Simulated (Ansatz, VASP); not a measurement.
In2O3 in VASP and in Ansatz

```
CELL_PARAMETERS angstrom
2.80898 1.62177 4.95053
-2.80898 1.62177 4.95053
0.00000 -3.24353 4.95053
ATOMIC_POSITIONS crystal
In 0.64366 0.64366 0.64366
In 0.85634 0.85634 0.85634
In 0.35634 0.35634 0.35634
In 0.14366 0.14366 0.14366
O 0.04704 0.75000 0.45296
O 0.75000 0.45296 0.04704
O 0.45296 0.04704 0.75000
O 0.95296 0.25000 0.54704
O 0.54704 0.95296 0.25000
O 0.25000 0.54704 0.95296
```

Change from the starting cell: hydrostatic strain +2.0%.

Alike in both runs: task single point; functional r2SCAN; k mesh 6 × 6 × 6; no spin polarisation.

|  | VASP | Ansatz |
| --- | --- | --- |
| version | VASP 6.6.1 | Ansatz 0.2.0 |
| potentials or method | VASP PAW PBE potentials, release 64 (In_d, O) | plane waves, PAW |
| plane-wave cutoff (eV) | 520 | 500 |
| occupations | gaussian, width 0.01 eV | fixed |
| valence electrons in the cell | 88 | 88 |

Ansatz gave:

```
gap on the k mesh at the Fermi level (eV)                     : 1.39
pressure (GPa)                                                : -9.3
traceless stress, the component that is largest in VASP (GPa) : 1.24
rms of the force components (eV/Å)                            : 0.001
```

Question: Which values does VASP return?

Answer: gap on the k mesh at the Fermi level (eV): 1.40; pressure (GPa): -8.5; traceless stress, the component that is largest in VASP (GPa): 1.16; rms of the force components (eV/Å): 0.007.

VASP's potentials were made for PBE, not for r2SCAN. Atom by atom the forces differ by 0.006 eV/Å (rms over components).
